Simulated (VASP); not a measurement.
# BiTe (Fm-3m) in VASP: notebook, part 2 of 2

VASP 6.6.1.

## 4. Electric field gradients, PBE

Contents of INCAR:

```
PREC = Accurate
ENCUT = 520
EDIFF = 1E-8
ISMEAR = -1
SIGMA = 0.05
LREAL = F
LASPH = T
NELM = 60
ALGO = Normal
ISIF = 2
LWAVE = F
LCHARG = F
GGA = PE
LEFG = T
NBANDS = 18
```

Contents of KPOINTS:

```
Automatic mesh
0
Gamma
  10 10 10
```

Contents of POSCAR:

```
BiTe
1.0
    0.0000000000      3.2533160000      3.2533160000
    3.2533160000      0.0000000000      3.2533160000
    3.2533160000      3.2533160000      0.0000000000
Bi Te
1 1
Direct
    0.0000000000      0.0000000000      0.0000000000
    0.5000000000      0.5000000000      0.5000000000
```

Potentials or basis: VASP PAW PBE potentials, release 64 (Bi_d, Te).

The run is started by

```sh
> cat potpaw_PBE.64/Bi_d/POTCAR potpaw_PBE.64/Te/POTCAR > POTCAR
> mpirun -np 1 vasp_std > vasp.out
```

OUTCAR:

```text
PREC = Accurate
   ENCUT = 520
   EDIFF = 1E-8
   ISMEAR = -1
   LREAL = F
   LASPH = T
   NELM = 60
   ISIF = 2
   GGA = PE

 ion  position               nearest neighbor table
   1  0.000  0.000  0.000-   2 3.25   2 3.25   2 3.25   2 3.25   2 3.25   2 3.25
   2  0.500  0.500  0.500-   1 3.25   1 3.25   1 3.25   1 3.25   1 3.25   1 3.25

  LATTYP: Found a face centered cubic cell.
 ALAT       =     6.5066320000

  Lattice vectors:

 A1 = (   0.0000000000,   3.2533160000,   3.2533160000)
 A2 = (   3.2533160000,   0.0000000000,   3.2533160000)
 A3 = (   3.2533160000,   3.2533160000,   0.0000000000)

Analysis of symmetry for initial positions (statically):
=====================================================================
 Subroutine PRICEL returns:
 Original cell was already a primitive cell.

 Routine SETGRP: Setting up the symmetry group for a
 face centered cubic supercell.

 Subroutine GETGRP returns: Found 48 space group operations
[... 691 lines left out ...]
  volume of cell :       68.87
      direct lattice vectors                 reciprocal lattice vectors
     0.000000000  3.253316000  3.253316000    -0.153689343  0.153689343  0.153689343
     3.253316000  0.000000000  3.253316000     0.153689343 -0.153689343  0.153689343
     3.253316000  3.253316000  0.000000000     0.153689343  0.153689343 -0.153689343

 POSITION                                       TOTAL-FORCE (eV/Angst)
 -----------------------------------------------------------------------------------
      0.00000      0.00000      0.00000        -0.000000      0.000000     -0.000000
      3.25332      3.25332      3.25332         0.000000     -0.000000      0.000000
 -----------------------------------------------------------------------------------
    total drift:                               -0.000000      0.000000      0.000000

  FREE ENERGIE OF THE ION-ELECTRON SYSTEM (eV)
  ---------------------------------------------------
  free  energy   TOTEN  =        -7.1802500253 eV

  energy  without entropy=       -7.1679017875  energy(sigma->0) =       -7.17407591

 Electric field gradients (V/A^2)
---------------------------------------------------------------------
 ion       V_xx      V_yy      V_zz      V_xy      V_xz      V_yz
---------------------------------------------------------------------
   1      -0.000    -0.000    -0.000     0.001     0.001     0.001
   2      -0.000    -0.000     0.000    -0.000    -0.000    -0.000
---------------------------------------------------------------------

 Electric field gradients after diagonalization (V/A^2)
 (convention: |V_zz| > |V_xx| > |V_yy|)
----------------------------------------------------------------------
 ion       V_xx      V_yy      V_zz     asymmetry (V_yy - V_xx)/ V_zz
----------------------------------------------------------------------
   1      -0.001    -0.001     0.001       0.000
   2       0.000     0.000    -0.000       0.000
----------------------------------------------------------------------

           NMR quadrupolar parameters

 Cq : quadrupolar parameter    Cq=e*Q*V_zz/h
 eta: asymmetry parameters     (V_yy - V_xx)/ V_zz
 Q  : nuclear electric quadrupole moment in mb (millibarn)
----------------------------------------------------------------------
 ion       Cq(MHz)       eta       Q (mb)
----------------------------------------------------------------------
   1       0.000       0.000       1.000
   2      -0.000       0.000       1.000
----------------------------------------------------------------------
```

OSZICAR:

```text
N       E                     dE             d eps       ncg     rms          rms(c)
DAV:   1     0.161258362294E+03    0.16126E+03   -0.97823E+03  1692   0.112E+03
DAV:   2     0.518252370551E+01   -0.15608E+03   -0.15238E+03  1804   0.308E+02
DAV:   3    -0.684887580310E+01   -0.12031E+02   -0.11853E+02  2064   0.900E+01
DAV:   4    -0.719138859787E+01   -0.34251E+00   -0.34161E+00  2044   0.163E+01
DAV:   5    -0.720664399632E+01   -0.15255E-01   -0.15255E-01  2334   0.328E+00    0.622E+00
DAV:   6    -0.717587448625E+01    0.30770E-01   -0.10696E-01  2338   0.197E+00    0.384E+00
DAV:   7    -0.718018447375E+01   -0.43100E-02   -0.27332E-02  1882   0.834E-01    0.649E-01
DAV:   8    -0.718011598360E+01    0.68490E-04   -0.40600E-03  2122   0.425E-01    0.114E-01
DAV:   9    -0.718024821783E+01   -0.13223E-03   -0.39789E-04  1914   0.120E-01    0.435E-02
DAV:  10    -0.718024944053E+01   -0.12227E-05   -0.15215E-05  2300   0.234E-02    0.280E-02
DAV:  11    -0.718025018145E+01   -0.74093E-06   -0.10960E-05  1854   0.206E-02    0.372E-03
DAV:  12    -0.718024981160E+01    0.36985E-06   -0.16504E-06  2086   0.974E-03    0.129E-03
DAV:  13    -0.718024981247E+01   -0.86447E-09   -0.18917E-07  1954   0.296E-03    0.191E-03
DAV:  14    -0.718024999054E+01   -0.17808E-06   -0.23663E-08  1830   0.123E-03    0.935E-04
DAV:  15    -0.718025002593E+01   -0.35385E-07   -0.15458E-09  1020   0.212E-04    0.322E-04
DAV:  16    -0.718025002534E+01    0.58617E-09   -0.48779E-10   930   0.293E-04
   1 F= -.71802500E+01 E0= -.71740759E+01  d E =-.123482E-01
```

stdout:

```text
POSCAR found type information on POSCAR BiTe
 POSCAR found :  2 types and       2 ions
 scaLAPACK will be used
 LDA part: xc-table for (Slater+PW92), standard interpolation
 POSCAR, INCAR and KPOINTS ok, starting setup
 FFT: planning ... GRIDC
 FFT: planning ... GRID_SOFT
 FFT: planning ... GRID
 WAVECAR not read
 entering main loop
ion   1

ion   2
```

Run time: 43 s. Hardware: 1 thread of Intel Xeon 6975P-C, shared host; peak memory 0.24 GiB.

What came out:

| Quantity | Value |
| --- | --- |
| Free energy | -7.1803 eV |
| Pressure | -0.1 GPa |

Caveat: without QUAD_EFG the Cq values of the log hold for a quadrupole moment of 1 mb, not for the nuclei; spin-orbit coupling is left out, which moves the levels of the heavy elements.

## 5. Overview

```tsv
level	potentials or basis	gap on the mesh (eV)	pressure (GPa)
LDA	VASP PAW LDA potentials, release 64 (Bi_d, Te)	none	-3.5
PBEsol	VASP PAW PBE potentials, release 64 (Bi_d, Te)	none	-2.5
PBE	VASP PAW PBE potentials, release 64 (Bi_d, Te)	none	-0.1
```

Alike in all rows: task electric field gradients; no spin polarisation; cell as given; k mesh 10 × 10 × 10; cutoff (eV) 520; smearing fermi-dirac 0.05 eV.

Caveats: spin-orbit coupling is left out, which moves the levels of the heavy elements; the PAW data sets were made with another functional, which shifts forces and pressure a little (some runs).

Absolute energies hang on the potentials; compare differences alone.
